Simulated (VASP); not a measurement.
ScNb, 2 atoms in the cell. Symmetry: P-6m2, No. 187, hexagonal system. The conventional cell has a = 3.066 Å, b = 3.066 Å, c = 5.072 Å, α = 90.00°, β = 90.00°, γ = 120.00°. Within 4.0 Å of Sc (site symmetry -6m2) lie 6 Sc at 3.07 Å and 6 Nb at 3.09 Å. Within 4.0 Å of Nb (site symmetry -6m2) lie 6 Nb at 3.07 Å and 6 Sc at 3.09 Å. 

| Property | Result |
| --- | --- |
| Program | VASP 6.6.1 |
| Task | single point |
| Functional | PBE |
| Potentials or basis | VASP PAW PBE potentials, release 64 (Sc_sv, Nb_sv) |
| Cutoff | 500 eV |
| k mesh | 6 × 6 × 4 |
| Occupations | methfessel-paxton, width 0.086 eV |
| Spin | no spin polarisation |
| Dipole correction | no |
| Further INCAR settings | ALGO = Normal; EDIFF = 1e-06; NBANDS = 19 |

Potentials or basis: VASP PAW PBE potentials, release 64 (Sc_sv, Nb_sv).

Run with:

```console
$ cat potpaw_PBE.64/Sc_sv/POTCAR potpaw_PBE.64/Nb_sv/POTCAR > POTCAR
$ mpirun -np 1 vasp_std > vasp.out
```

Hardware: 1 thread of Intel Xeon 8259CL (shared host).

**Question.** How long does it take, and how much memory?

**Answer.** It took 21 s on 1 thread of Intel Xeon 8259CL (shared host), peak memory 0.17 GiB. Counts: scf iterations 13, k points 21.
